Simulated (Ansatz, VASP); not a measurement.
## MgAu4: VASP beside Ansatz

```
Mg Au
1.0
     5.70652    0.00000    0.00000
     0.00000    5.70652    0.00000
     0.00000    0.00000    5.70652
Mg Au
1 4
Direct
  0.00000 0.00000 0.00000
  0.50000 0.00000 0.00000
  0.00000 0.50000 0.00000
  0.00000 0.00000 0.50000
  0.50000 0.50000 0.50000
```

Alike in both runs: task single point; functional PBE; k mesh 4 × 4 × 4; occupations gaussian, width 0.1 eV; no spin polarisation.

|  | VASP | Ansatz |
| --- | --- | --- |
| version | VASP 6.6.1 | Ansatz 0.2.0 |
| potentials or method | VASP PAW PBE potentials, release 64 (Mg, Au), cutoff 520 eV | scalar-relativistic, plane waves, PAW |
| valence electrons in the cell | 46 | 86 |

```csv
,VASP,Ansatz,Ansatz less VASP
gap on the k mesh at the Fermi level (eV),none,none,-
pressure (GPa),-6.1,-6.0,+0.05
```

A gap of «none» marks a metal or a gap that the smearing closes. VASP's potentials hold 46 valence electrons a cell and Ansatz's 86, so a difference there can come from the potentials and not from the codes.

Neither program's run includes spin-orbit coupling.
